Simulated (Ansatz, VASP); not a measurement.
In in VASP and in Ansatz

```
In
1.0
    -1.66416    1.66416    2.37061
     1.66416   -1.66416    2.37061
     1.66416    1.66416   -2.37061
In
1
Direct
  0.00000 0.00000 0.00000
```

Alike in both runs: task single point; functional PBE; k mesh 10 × 10 × 10; occupations fermi-dirac, width 0.02 eV; no spin polarisation.

|  | VASP | Ansatz |
| --- | --- | --- |
| version | VASP 6.6.1 | Ansatz 0.2.0 |
| potentials or method | VASP PAW PBE potentials, release 64 (In_d) | plane waves, PAW |
| plane-wave cutoff (eV) | 500 | 420 |
| valence electrons in the cell | 13 | 13 |

```tsv
	VASP	Ansatz	Ansatz less VASP
pressure (GPa)	1.7	1.7	+0.05
```
